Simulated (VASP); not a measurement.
Here is a VASP 6.6.1 calculation.

INCAR

```
PREC = Accurate
ENCUT = 520
EDIFF = 1E-7
ISMEAR = 0
SIGMA = 0.2
LREAL = F
LASPH = T
NELM = 100
ALGO = Normal
ISIF = 2
LWAVE = F
LCHARG = T
GGA = PE
LELF = T
LVHAR = T
NBANDS = 32
```

File KPOINTS:

```
Automatic mesh
0
Gamma
  7 7 7
```

The input POSCAR:

```
Al2W3
1.0
   -1.6513012385      1.6513012385      7.1180121623
    1.6513012385     -1.6513012385      7.1180121623
    1.6513012385      1.6513012385     -7.1180121623
Al W
2 3
Direct
    0.4033489709      0.4033489709      0.0000000000
    0.5966510291      0.5966510291      0.0000000000
    0.2033952715      0.2033952715      0.0000000000
    0.7966047285      0.7966047285      0.0000000000
    0.0000000000      0.0000000000      0.0000000000
```

Potentials or basis: VASP PAW PBE potentials, release 64 (Al, W_sv).

Run with:

```sh
$ cat potpaw_PBE.64/Al/POTCAR potpaw_PBE.64/W_sv/POTCAR > POTCAR
$ mpirun -np 1 vasp_std > vasp.out
```

Q: Predict the pressure.

A: 0.7 GPa.

Q: Predict the largest force.

A: 0.012 eV/Å.

Forces in eV/Å, atoms in the order of the input:
```
Al   0.000  0.000  0.001
Al   0.000  0.000 -0.001
W    0.000  0.000  0.012
W    0.000  0.000 -0.012
W    0.000  0.000  0.000
```

Caveat: the k points lie up to 0.38 Å⁻¹ apart.
